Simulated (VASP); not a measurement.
Set up this calculation in VASP 6.6.1, as the native input.

| Property | Result |
| --- | --- |
| Task | single point |
| Functional | PBE |
| Potentials or basis | VASP PAW PBE potentials, release 64 (C, Pb_d) |
| Cutoff | 520 eV |
| k mesh | 10 × 10 × 10 |
| Occupations | fermi-dirac, width 0.05 eV |
| Spin | no spin polarisation |
| Dipole correction | no |
| Further INCAR settings | ALGO = Normal; EDIFF = 1e-06; NBANDS = 23 |

The structure of Pb2C (fluorite type) lies in POSCAR:

```
Pb2C
1.0
    0.0000000000      3.3023786262      3.3023786262
    3.3023786262      0.0000000000      3.3023786262
    3.3023786262      3.3023786262      0.0000000000
C Pb
1 2
Direct
    0.0000000000      0.0000000000      0.0000000000
    0.2500000000      0.2500000000      0.2500000000
    0.7500000000      0.7500000000      0.7500000000
```

These files were run (other wordings do the same):

INCAR

```
SYSTEM = Pb2C
PREC     = Accurate       ! precision mode
ENCUT    = 520            ! plane-wave cutoff, eV
EDIFF    = 1E-6           ! SCF threshold, eV
ISMEAR   = -1             ! smearing method
SIGMA    = 0.05           ! smearing width, eV
LREAL    = .False.        ! projectors in reciprocal space
LASPH    = .True.         ! aspherical terms in the spheres
NELM     = 60             ! most SCF steps
ALGO     = Normal         ! electronic algorithm
ISIF     = 2              ! what is computed and relaxed
LWAVE    = .False.        ! write WAVECAR
LCHARG   = .False.        ! write CHGCAR
GGA      = PE             ! functional
NBANDS   = 23             ! bands
```

KPOINTS

```
regular mesh
0
Gamma
  10 10 10
  0 0 0
```

Potentials or basis: VASP PAW PBE potentials, release 64 (C, Pb_d).

Command:

```bash
$ cat potpaw_PBE.64/C/POTCAR potpaw_PBE.64/Pb_d/POTCAR > POTCAR
$ mpirun -np 1 vasp_std > vasp.out
```

It gave:

- Pressure: 0.0 GPa
- Band gap on the k mesh: zero (bands 16 and 17 overlap by 0.28 eV)

Caveat: spin-orbit coupling is left out, which moves the levels of the heavy elements.

Run time: 31 s on 1 thread of Intel(R) Xeon(R) 6975P-C (Granite Rapids), on a shared host, peak memory 0.24 GiB.
